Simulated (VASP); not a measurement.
# Mo (Im-3m) in VASP: a series of runs

The runs below take Mo through single point, with PBE.

All numbers are computed with VASP 6.6.1; they aren't measurements. Logs are shortened: lines on timing, memory, paths and dates and some standing lists are left out, and cuts for length are marked.

### Step 1. The cell of the first run

It takes space group Im-3m (No. 229, cubic). Conventional cell: a = 3.163 Å, b = 3.163 Å, c = 3.163 Å, α = 90.00°, β = 90.00°, γ = 90.00°. Mo (site symmetry m-3m) has 14 Mo at 2.74 to 3.16 Å within 3.6 Å.

### Step 2. Single point, PBE

INCAR

```
PREC     = Accurate       # precision mode
ENCUT    = 520            # plane-wave cutoff, eV
EDIFF    = 1E-6           # SCF threshold, eV
ISMEAR   = -1             # smearing method
SIGMA    = 0.1            # smearing width, eV
LREAL    = False          # projectors in reciprocal space
LASPH    = True           # aspherical terms in the spheres
NELM     = 80             # most SCF steps
ALGO     = Normal         # electronic algorithm
ISIF     = 2              # what is computed and relaxed
LWAVE    = False          # write WAVECAR
LCHARG   = True           # write CHGCAR
GGA      = PE             # functional
LELF     = True           # ELF
LVHAR    = True         
NBANDS   = 13             # bands
```

KPOINTS

```
Automatic mesh
0
Gamma
  7 7 7
```

POSCAR

```
Mo
1.0
   -1.5813793950      1.5813793950      1.5813793950
    1.5813793950     -1.5813793950      1.5813793950
    1.5813793950      1.5813793950     -1.5813793950
Mo
1
Direct
    0.0000000000      0.0000000000      0.0000000000
```

Potentials or basis: VASP PAW PBE potentials, release 64 (Mo_sv).

Started as:

```
> cat potpaw_PBE.64/Mo_sv/POTCAR > POTCAR
> mpirun -np 1 vasp_std > vasp.out
```

OUTCAR:

```text
PREC = Accurate
   ENCUT = 520
   EDIFF = 1E-6
   ISMEAR = -1
   LREAL = False
   LASPH = True
   NELM = 80
   ISIF = 2
   GGA = PE

 ion  position               nearest neighbor table
   1  0.000  0.000  0.000-

  LATTYP: Found a body centered cubic cell.
 ALAT       =     3.1627587900

  Lattice vectors:

 A1 = (  -1.5813793950,   1.5813793950,   1.5813793950)
 A2 = (   1.5813793950,  -1.5813793950,   1.5813793950)
 A3 = (   1.5813793950,   1.5813793950,  -1.5813793950)

Analysis of symmetry for initial positions (statically):
=====================================================================
 Subroutine PRICEL returns:
 Original cell was already a primitive cell.

 Routine SETGRP: Setting up the symmetry group for a
 body centered cubic supercell.

 Subroutine GETGRP returns: Found 48 space group operations
 (whereof 48 operations were pure point group operations)
 out of a pool of 48 trial point group operations.

The static configuration has the point symmetry O_h .

Analysis of symmetry for dynamics (positions and initial velocities):
=====================================================================
 Subroutine PRICEL returns:
 Original cell was already a primitive cell.

 Routine SETGRP: Setting up the symmetry group for a
 body centered cubic supercell.

 Subroutine GETGRP returns: Found 48 space group operations
 (whereof 48 operations were pure point group operations)
 out of a pool of 48 trial point group operations.

The dynamic configuration has the point symmetry O_h .

 Subroutine INISYM returns: Found 48 space group operations
 (whereof 48 operations are pure point group operations),
 and found     1 'primitive' translations

----------------------------------------------------------------------------------------

                                     Primitive cell

  volume of cell :      15.8186

  direct lattice vectors                    reciprocal lattice vectors
    -1.581379395  1.581379395  1.581379395     0.000000000  0.316179660  0.316179660
     1.581379395 -1.581379395  1.581379395     0.316179660  0.000000000  0.316179660
     1.581379395  1.581379395 -1.581379395     0.316179660  0.316179660  0.000000000

  length of vectors
     2.739029458  2.739029458  2.739029458     0.447145564  0.447145564  0.447145564

  position of ions in fractional coordinates (direct lattice)
     0.000000000  0.000000000  0.000000000

  ion indices of the primitive-cell ions
   primitive index   ion index
                 1           1

----------------------------------------------------------------------------------------

 KPOINTS: Automatic mesh

Automatic generation of k-mesh.
 Grid dimensions read from file:
 generate k-points for:    7    7    7

 Generating k-lattice:

  Cartesian coordinates                     Fractional coordinates (reciprocal lattice)
     0.000000000  0.045168523  0.045168523     0.142857143  0.000000000  0.000000000
     0.045168523  0.000000000  0.045168523     0.000000000  0.142857143  0.000000000
     0.045168523  0.045168523  0.000000000     0.000000000  0.000000000  0.142857143

  Length of vectors
     0.063877938  0.063877938  0.063877938

  Shift w.r.t. Gamma in fractional coordinates (k-lattice)
     0.000000000  0.000000000  0.000000000

 Subroutine IBZKPT returns following result:
 ===========================================

 Found     20 irreducible k-points:

 Following reciprocal coordinates:
            Coordinates               Weight
  0.000000  0.000000  0.000000      1.000000
  0.142857  0.000000  0.000000     12.000000
  0.285714  0.000000  0.000000     12.000000
  0.428571  0.000000  0.000000     12.000000
  0.142857  0.142857  0.000000     24.000000
  0.285714  0.142857  0.000000     48.000000
[... 12 lines left out ...]
 -0.428571 -0.428571  0.285714      8.000000
 -0.428571  0.428571  0.428571      6.000000
   k-points           NKPTS =     20   k-points in BZ     NKDIM =     20   number of bands    NBANDS=     13
   number of dos      NEDOS =    301   number of ions     NIONS =      1
   total plane-waves  NPLWV =   8000
   dimension x,y,z NGX =    20 NGY =   20 NGZ =   20
   dimension x,y,z NGXF=    40 NGYF=   40 NGZF=   40
   ions per type =               1
   NGX,Y,Z   is equivalent  to a cutoff of  12.14, 12.14, 12.14 a.u.
   NGXF,Y,Z  is equivalent  to a cutoff of  24.28, 24.28, 24.28 a.u.
 SYSTEM =  unknown system
   PREC   = accura    normal or accurate (medium, high low for compatibility)
   ISTART =      0    job   : 0-new  1-cont  2-samecut
   ICHARG =      2    charge: 1-file 2-atom 10-const
   ISPIN  =      1    spin polarized calculation?
   LNONCOLLINEAR =      F non collinear calculations
   LSORBIT =      F    spin-orbit coupling
   LASPH  =      T    aspherical Exc in radial PAW
   ENCUT  =  520.0 eV  38.22 Ry    6.18 a.u.   5.09  5.09  5.09*2*pi/ulx,y,z
   NELM   =     80;   NELMIN=  2; NELMDL= -5     # of ELM steps
   EDIFF  = 0.1E-05   stopping-criterion for ELM
   LREAL  =      F    real-space projection
   EDIFFG = 0.1E-04   stopping-criterion for IOM
   NSW    =      0    number of steps for IOM
   IBRION =     -1    ionic relax: 0-MD 1-quasi-New 2-CG
   NFREE  =      0    steps in history (QN), initial steepest desc. (CG)
   ISIF   =      2    stress and relaxation
   ISYM   =      2    0-nonsym 1-usesym 2-fastsym
   POTIM  = 0.5000    time-step for ionic-motion
   TEBEG  =    0.0;   TEEND  =   0.0 temperature during run
   PSTRESS=    0.0 pullay stress
   NELECT =      14.0000    total number of electrons
   NUPDOWN=      -1.0000    fix difference up-down
   EMIN   =  10.00;   EMAX   =-10.00  energy-range for DOS
   EFERMI =   0.00;   METHOD = LEGACY
   ISMEAR =    -1;   SIGMA  =   0.10  broadening in eV -4-tet -1-fermi 0-gaus
   EFERMI_NEDOS =   21; number of points for ismear=-14 and -15
   IALGO  =     38    algorithm
   IMIX   =      4    mixing-type and parameters
     AMIX     =   0.40;   BMIX     =  1.00
     AMIX_MAG =   1.60;   BMIX_MAG =  1.00
  volume/ion in A,a.u.               =      15.82       106.75
  Fermi-wavevector in a.u.,A,eV,Ry     =   1.571791  2.970254 33.613555  2.470527
  Thomas-Fermi vector in A             =   2.673322
   LORBIT       =      0    0 simple, 1 ext, 2 COOP (PROOUT), +10 PAW based schemes
   GGA     = PE    functional components
   LHFCALC =     F    Hartree Fock is set to
   AEXX    =    0.0000 exact exchange contribution
   IVDW    =     0    specifies the selected vdW correction
   LEPSILON=     F    determine dielectric tensor
   LRPA    =     F    only Hartree local field effects (RPA)
 non-spin polarized calculation
  energy-cutoff  :      520.00
  volume of cell :       15.82
 maximum number of plane-waves:       438
   NGX = 11   NGY = 11   NGZ = 11

 number of electron      14.0000004 magnetization

 Free energy of the ion-electron system (eV)
  ---------------------------------------------------
  ext. energy  EPLUGINS =         0.00000000
  ---------------------------------------------------
  free energy    TOTEN  =       -10.91836859 eV

  energy without entropy =      -10.88480195  energy(sigma->0) =      -10.90158527

 E-fermi :  12.3893     XC(G=0): -13.3227

 val. band max:       12.2674476134   @ k =  -0.2857   0.2857   0.2857
 cond. band min:      12.3926119152   @ k =  -0.2857   0.2857   0.1429
 fundamental gap:      0.1251643018
 Fermi energy:        12.3892821073

 k-point     1 :       0.0000    0.0000    0.0000
  band No.  band energies     occupation
      1     -48.8682      2.00000
      2     -22.1622      2.00000
      3     -22.1622      2.00000
      4     -22.1622      2.00000
      5       5.2069      2.00000
      6      11.0645      2.00000
      7      11.0645      2.00000
      8      11.0645      2.00000
      9      14.0478      0.00000
     10      14.0478      0.00000
     11      27.2164      0.00000
     12      27.2164      0.00000
     13      27.2164      0.00000

 k-point     2 :       0.1429    0.0000    0.0000
  band No.  band energies     occupation
      1     -48.8215      2.00000
      2     -22.4307      2.00000
      3     -22.2457      2.00000
      4     -22.1642      2.00000
      5       6.0404      2.00000
      6      10.6105      2.00000
      7      10.9400      2.00000
      8      11.8833      1.98738
      9      13.5534      0.00002
     10      14.0754      0.00000
     11      27.6838      0.00000
     12      28.5403      0.00000
     13      28.6645      0.00000

 k-point     3 :       0.2857    0.0000    0.0000
  band No.  band energies     occupation
      1     -48.7152      2.00000
      2     -23.0081      2.00000
      3     -22.4292      2.00000
      4     -22.1687      2.00000
      5       7.3739      2.00000
      6       9.7372      2.00000
      7      11.0897      2.00000
      8      13.6444      0.00001
      9      14.0883      0.00000
     10      14.2802      0.00000
     11      26.6367      0.00000
     12      27.7742      0.00000
     13      32.3801      0.00000

 k-point     4 :       0.4286    0.0000    0.0000
  band No.  band energies     occupation
      1     -48.6284      2.00000
      2     -23.4487      2.00000
      3     -22.5724      2.00000
      4     -22.1725      2.00000
      5       7.2317      2.00000
      6       9.1403      2.00000
      7      13.2702      0.00030
      8      14.1571      0.00000
      9      14.6218      0.00000
     10      16.5861      0.00000
     11      24.5139      0.00000
     12      24.6500      0.00000
     13      30.3694      0.00000

 k-point     5 :       0.1429    0.1429    0.0000
  band No.  band energies     occupation
      1     -48.7449      2.00000
      2     -22.8243      2.00000
      3     -22.3498      2.00000
      4     -22.2262      2.00000
      5       7.3322      2.00000
      6      10.2254      2.00000
      7      10.2403      2.00000
      8      13.1733      0.00079
      9      13.6658      0.00001
     10      14.4462      0.00000
     11      28.1998      0.00000
     12      28.3623      0.00000
     13      30.0404      0.00000
[... 193 lines left out ...]
 k-point    18 :      -0.4286    0.4286    0.2857
  band No.  band energies     occupation
      1     -48.5181      2.00000
      2     -23.2149      2.00000
      3     -22.8814      2.00000
      4     -22.7539      2.00000
      5       8.1135      2.00000
      6       8.6412      2.00000
      7      12.4073      0.91007
      8      13.0511      0.00267
      9      16.0459      0.00000
     10      18.9218      0.00000
     11      24.4180      0.00000
     12      26.1566      0.00000
     13      29.9119      0.00000

 k-point    19 :      -0.4286   -0.4286    0.2857
  band No.  band energies     occupation
      1     -48.4856      2.00000
      2     -23.1235      2.00000
      3     -23.1235      2.00000
      4     -22.7863      2.00000
      5       7.9396      2.00000
      6       7.9396      2.00000
      7      12.4783      0.58214
      8      15.4252      0.00000
      9      15.4252      0.00000
     10      22.4657      0.00000
     11      22.4657      0.00000
     12      22.6852      0.00000
     13      32.0386      0.00000

 k-point    20 :      -0.4286    0.4286    0.4286
  band No.  band energies     occupation
      1     -48.4560      2.00000
      2     -23.0952      2.00000
      3     -23.0462      2.00000
      4     -23.0462      2.00000
      5       7.2925      2.00000
      6       7.4307      2.00000
      7      15.2569      0.00000
      8      15.2569      0.00000
      9      15.9523      0.00000
     10      20.2383      0.00000
     11      22.9297      0.00000
     12      22.9297      0.00000
     13      31.5929      0.00000

------------------------ aborting loop because EDIFF is reached ----------------------------------------

  FORCE on cell =-STRESS in cart. coord.  units (eV):
  Direction    XX          YY          ZZ          XY          YZ          ZX
  --------------------------------------------------------------------------------------
  -------------------------------------------------------------------------------------
  Total        0.0578215      0.0578215      0.0578215     -0.0000000     -0.0000000      0.0000000
  in kB        5.8564121      5.8564121      5.8564121     -0.0000000     -0.0000000      0.0000000
  external PRESSURE =       5.8564121 kB  Pullay stress =       0.0000000 kB

 VOLUME and BASIS-vectors are now :
 -----------------------------------------------------------------------------
  energy-cutoff  :      520.00
  volume of cell :       15.82
      direct lattice vectors                 reciprocal lattice vectors
    -1.581379395  1.581379395  1.581379395     0.000000000  0.316179660  0.316179660
     1.581379395 -1.581379395  1.581379395     0.316179660  0.000000000  0.316179660
     1.581379395  1.581379395 -1.581379395     0.316179660  0.316179660  0.000000000

 POSITION                                       TOTAL-FORCE (eV/Angst)
 -----------------------------------------------------------------------------------
      0.00000      0.00000      0.00000        -0.000000     -0.000000     -0.000000
 -----------------------------------------------------------------------------------
    total drift:                                0.000000     -0.000000      0.000000

  FREE ENERGIE OF THE ION-ELECTRON SYSTEM (eV)
  ---------------------------------------------------
  free  energy   TOTEN  =       -10.9183685866 eV

  energy  without entropy=      -10.8848019488  energy(sigma->0) =      -10.90158527
```

It took 6.5 s on 1 thread of Intel Xeon 8259CL, shared host; peak memory 0.12 GiB.

What came out:

```yaml
Free_energy: -10.9184 eV
Pressure: 0.6 GPa
Band_gap_on_the_k_mesh: zero (band 7 reaches 15.26 eV, above the bottom of band 8 at 11.06 eV)
```

Caveat: the k points lie up to 0.40 Å⁻¹ apart.

### Step 3. Single point, PBE

INCAR

```
SYSTEM = Mo
ALGO     = Normal         ! electronic algorithm
EDIFF    = 1E-6           ! SCF threshold, eV
ENCUT    = 520            ! plane-wave cutoff, eV
GGA      = PE             ! functional
ISIF     = 2              ! what is computed and relaxed
ISMEAR   = -1             ! smearing method
LASPH    = .TRUE.         ! aspherical terms in the spheres
LCHARG   = .FALSE.        ! write CHGCAR
LREAL    = .FALSE.        ! projectors in reciprocal space
LWAVE    = .FALSE.        ! write WAVECAR
NBANDS   = 13             ! bands
NELM     = 60             ! most SCF steps
PREC     = Accurate       ! precision mode
SIGMA    = 0.1            ! smearing width, eV
```

KPOINTS

```
k-points
0
G
  9 9 9
  0 0 0
```

POSCAR is that of step 2.

Potentials or basis: VASP PAW PBE potentials, release 64 (Mo_sv).

Started as:

```
> cat potpaw_PBE.64/Mo_sv/POTCAR > POTCAR
> mpirun -np 1 vasp_std > vasp.out
```

Run time: 8.6 s. Hardware: 1 thread of Intel Xeon 8259CL, shared host; peak memory 0.12 GiB.

It converged, with:

```
Free energy            : -10.9607 eV
Pressure               : -0.1 GPa
Band gap on the k mesh : zero (band 7 reaches 15.60 eV, above the bottom of band 8 at 11.06 eV)
```

Levels at points of the mesh, in eV from the Fermi level:
```csv
k point,band 4,band 5,band 6,band 7,band 8,band 9,band 10,band 11
"(0.00, 0.00, 0.00)",-34.56,-7.18,-1.33,-1.33,-1.33,1.65,1.65,14.83
```

### Step 4. Single point, PBE

INCAR

```
PREC = Accurate ; ENCUT = 520
EDIFF = 1E-6 ; ISMEAR = -1
SIGMA = 0.1 ; LREAL = F
LASPH = T ; NELM = 80
ALGO = Normal ; ISIF = 2
LWAVE = F ; LCHARG = F
GGA = PE ; NBANDS = 13
```

KPOINTS

```
Automatic mesh
0
Gamma
  11 11 11
```

POSCAR is that of step 3.

Started as:

```
> cat potpaw_PBE.64/Mo_sv/POTCAR > POTCAR
> mpirun -np 1 vasp_std > vasp.out
```

Run time: 12 s. Hardware: 1 thread of Intel Xeon 8259CL, shared host; peak memory 0.12 GiB.

It converged, with:

| Property | Result |
| --- | --- |
| Free energy | -10.9292 eV |
| Pressure | 0.4 GPa |
| Band gap on the k mesh | zero (band 7 reaches 15.82 eV, above the bottom of band 8 at 11.07 eV) |

Levels at points of the mesh, in eV from the Fermi level:
```tsv
k point	band 5	band 6	band 7	band 8	band 9	band 10
(0.00, 0.00, 0.00)	-7.13	-1.28	-1.28	-1.28	1.70	1.70
```

### Step 5. Overview

```csv
k mesh,gap on the mesh (eV),pressure (GPa)
7 × 7 × 7,none,0.6
9 × 9 × 9,none,-0.1
11 × 11 × 11,none,0.4
```

Alike in all rows: task single point; level PBE; potentials or basis VASP PAW PBE potentials, release 64 (Mo_sv); no spin polarisation; cell as given; cutoff (eV) 520; smearing fermi-dirac 0.1 eV.

Caveats: some runs use coarse meshes.

Absolute energies hang on the potentials; compare differences alone.
